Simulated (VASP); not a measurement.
Here is a VASP 6.6.1 calculation.

The input POSCAR:

```
AlN
1.0
    3.1302469248      0.0000000000      0.0000000000
   -1.5651234624      2.7108733570      0.0000000000
    0.0000000000      0.0000000000      5.0179926665
Al N
2 2
Direct
    0.3333333333      0.6666666667     -0.0007707949
    0.6666666667      0.3333333333      0.4992292051
    0.3333333333      0.6666666667      0.3807707949
    0.6666666667      0.3333333333      0.8807707949
```

The input INCAR.step1:

```
ALGO = Normal
EDIFF = 1E-5
ENCUT = 520
GGA = PE
ISIF = 2
ISMEAR = 0
LASPH = T
LCHARG = F
LREAL = F
LWAVE = T
NBANDS = 16
NELM = 100
PREC = Accurate
SIGMA = 0.02
```

The input INCAR.step2:

```
AEXX = 0.25
ALGO = Normal
EDIFF = 1E-6
ENCUT = 520
GGA = PE
ISIF = 2
ISMEAR = 0
ISTART = 1
LASPH = T
LCHARG = F
LHFCALC = T
LREAL = F
LWAVE = F
NBANDS = 16
NELM = 100
PREC = Accurate
PRECFOCK = Normal
SIGMA = 0.02
```

The input KPOINTS:

```
k-points
0
Gamma
  6 6 4
```

Potentials or basis: VASP PAW PBE potentials, release 64 (Al, N).

Command:

```console
$ cat potpaw_PBE.64/Al/POTCAR potpaw_PBE.64/N/POTCAR > POTCAR
$ cp INCAR.step1 INCAR
$ mpirun -np 1 vasp_std > vasp.out
$ cp INCAR.step2 INCAR
$ mpirun -np 1 vasp_std > vasp.out
```

Task: Estimate the pressure.

Result: -5.5 GPa.

Task: Predict the band gap on the k mesh.

Result: 6.11 eV.

Forces on the atoms (eV/Å):
```
Al   0.000  0.000  0.002
Al   0.000  0.000  0.002
N    0.000  0.000 -0.002
N    0.000  0.000 -0.002
```

Caveat: the cell stands under tension; the PAW data sets were made with another functional, which shifts forces and pressure a little.
